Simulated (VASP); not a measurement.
## FeAu: single point with PBE

The system is FeAu.

```
CELL_PARAMETERS angstrom
1.41175 0.81507 4.46945
-1.41175 0.81507 4.46945
0.00000 -1.63015 4.46945
ATOMIC_POSITIONS crystal
Fe 0.50000 0.50000 0.50000
Au 0.00000 0.00000 0.00000
```

```json
{"Program": "VASP 6.6.1", "Task": "single point", "Functional": "PBE", "Potentials or basis": "VASP PAW PBE potentials, release 64 (Fe, Au)", "Cutoff": "520 eV", "k mesh": "6 × 6 × 6", "Occupations": "fermi-dirac, width 0.46 eV", "Spin": "collinear spin, ferromagnetic start", "Starting moments": "[3.23, 0.0] μB", "Dipole correction": "no", "Further INCAR settings": "ALGO = Fast; EDIFF = 1e-06; NBANDS = 20"}
```

| Quantity | Value |
| --- | --- |
| Pressure | 1.2 GPa |
| Net moment | 2.63 μB per cell |
| Site moments | Fe +2.58; Au +0.04 μB |
| Valence electrons inside the program's atomic spheres | Fe 6.86; Au 9.73 |

Stress tensor (GPa, compression positive):
```
 1.85  0.00  0.00
 0.00  1.85  0.00
 0.00  0.00 -0.08
```

Levels at points of the mesh, in eV from the Fermi level:
Spin up:
```tsv
k point	band 9	band 10	band 11	band 12	band 13	band 14
(0.00, 0.00, 0.00)	-2.06	-1.35	-1.35	-0.72	4.19	14.75
(0.50, 0.00, 0.00)	-2.05	-1.09	0.95	1.22	5.91	6.41
(0.50, 0.50, 0.00)	-1.13	-1.03	-1.02	1.20	3.35	7.01
(0.50, 0.50, 0.50)	-2.31	-2.31	-1.79	-1.79	11.25	12.99
```
Spin down:
```tsv
k point	band 4	band 5	band 6	band 7	band 8	band 9	band 10	band 11	band 12	band 13
(0.00, 0.00, 0.00)	-4.93	-3.48	-3.48	-1.25	-0.59	0.25	0.25	1.17	1.17	5.12
(0.50, 0.00, 0.00)	-3.85	-2.63	-2.07	-1.59	-0.64	0.52	1.33	1.54	2.63	6.60
(0.50, 0.50, 0.00)	-4.05	-2.07	-1.05	-0.94	-0.02	1.12	1.17	1.33	1.55	4.20
(0.50, 0.50, 0.50)	-4.88	-4.88	-3.29	-3.29	-0.76	0.04	0.04	0.90	0.90	11.78
```

Run time: 77 s on 1 thread of Intel(R) Xeon(R) Platinum 8375C CPU @ 2.90GHz (Ice Lake), with other jobs on the host, peak memory 0.26 GiB.

Caveat: the k points lie up to 0.44 Å⁻¹ apart; spin-orbit coupling is left out, which moves the levels of the heavy elements.
